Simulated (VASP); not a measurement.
**Be16H (a cell with a defect): single point with PBE+D3(BJ)**

Crystal: Be16H (a cell with a defect).

```xyz
17
Lattice="-2.2900 -3.9664 0.0000 3.4350 -1.9832 0.0000 0.0000 0.0000 7.1769" Properties=species:S:1:pos:R:3 pbc="T T T"
Be    0.0189   -3.9520   -0.3535
Be   -0.0177   -2.8261    1.5669
Be   -0.0566   -3.8387    3.6729
Be    0.0183   -2.4774    5.2576
Be   -0.9678   -1.9538   -0.0008
Be    2.1990   -2.6992    2.1685
Be   -1.1737   -2.1328    3.6323
Be    2.2532   -2.4696    5.3929
Be    1.0247   -2.1597   -0.2049
Be    1.4383   -0.6279    1.8104
Be    1.3057   -2.0752    3.7951
Be    1.0259   -0.7019    5.4702
Be   -0.1071    0.1423    0.1052
Be    1.1086   -4.4412    1.5480
Be   -0.0807   -0.0189    3.7521
Be    1.2923   -4.7010    5.5878
H    -2.2156   -3.9173    1.4260
```

```yaml
Program: VASP 6.6.1
Task: single point
Functional: PBE
Dispersion: D3(BJ)
Potentials_or_basis: VASP PAW PBE potentials, release 64 (Be, H)
Cutoff: 520 eV
k_mesh: 4 × 4 × 3
Occupations: fermi-dirac, width 0.15 eV
Spin: no spin polarisation
```

```json
{
 "Pressure": "2.2 GPa",
 "Largest force": "2.811 eV/Å",
 "Dispersion energy per atom": "-0.336 eV"
}
```

Forces in eV/Å, atoms in the order of the input:
```
Be  -0.857  0.365  2.281
Be   0.244  2.078  0.997
Be   0.778 -1.213 -0.587
Be  -0.433 -0.986  0.555
Be  -1.014  0.537 -0.750
Be   0.347 -0.138 -2.530
Be  -0.046  0.896 -0.081
Be   0.734 -1.219  1.734
Be   1.360  0.807  1.895
Be  -1.862 -1.537  0.132
Be  -1.725  1.260 -1.828
Be   0.169  0.349 -0.569
Be   0.072 -1.259 -1.725
Be   1.189  0.115  1.298
Be   0.935  0.016  0.037
Be   0.223  0.408 -2.236
H   -0.116 -0.479  1.377
```

Stress tensor (GPa, compression positive):
```
 1.27 -0.53  1.00
-0.53 -1.56 -0.17
 1.00 -0.17  6.78
```

Levels at points of the mesh, in eV from the Fermi level:
| k point | band 12 | band 13 | band 14 | band 15 | band 16 | band 17 | band 18 | band 19 | band 20 | band 21 |
| --- | --- | --- | --- | --- | --- | --- | --- | --- | --- | --- |
| (0.00, 0.00, 0.00) | -3.93 | -3.57 | -3.30 | -0.88 | -0.12 | 0.21 | 0.46 | 0.93 | 1.06 | 1.43 |
| (0.50, 0.00, 0.00) | -2.92 | -2.43 | -2.25 | -1.82 | -1.69 | -0.36 | -0.07 | 0.34 | 0.56 | 0.63 |
| (0.00, 0.50, 0.00) | -3.70 | -3.57 | -3.36 | -2.44 | -2.37 | -0.23 | 0.41 | 0.56 | 0.73 | 0.90 |
| (0.50, 0.50, 0.00) | -5.88 | -1.78 | -1.11 | -0.72 | -0.39 | 0.44 | 0.64 | 0.74 | 1.16 | 3.78 |

It took 2.1 min on 1 thread of AMD EPYC 9R45 96-Core Processor (Zen 5), with other jobs on the host, peak memory 0.23 GiB.

Caveat: the k points lie up to 0.40 Å⁻¹ apart.
